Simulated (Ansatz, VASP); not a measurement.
## MgO in VASP and in Ansatz

```xyz
2
Lattice="0.0000 2.1258 2.1258 2.1258 0.0000 2.1258 2.1258 2.1258 0.0000" Properties=species:S:1:pos:R:3 pbc="T T T"
Mg    0.0000    0.0000    0.0000
O     2.1258    2.1258    2.1258
```

Alike in both runs: task single point; functional PBEsol; k mesh 10 × 10 × 10; no spin polarisation.

```csv
,VASP,Ansatz
version,VASP 6.6.1,Ansatz 0.2.0
potentials or method,"VASP PAW PBE potentials, release 64 (Mg, O), cutoff 600 eV","scalar-relativistic, plane waves, PAW"
occupations,"gaussian, width 0.01 eV",fixed
valence electrons in the cell,8,16
```

|  | VASP | Ansatz | Ansatz less VASP |
| --- | --- | --- | --- |
| gap on the k mesh at the Fermi level (eV) | 4.37 | 4.37 | +0.001 |
| least direct gap on the mesh (eV) | 4.37 | 4.37 | +0.001 |
| pressure (GPa) | -4.7 | -3.9 | +0.79 |

VASP's potentials were made for PBE, not for PBEsol. VASP's potentials hold 8 valence electrons a cell and Ansatz's 16, so a difference there can come from the potentials and not from the codes.
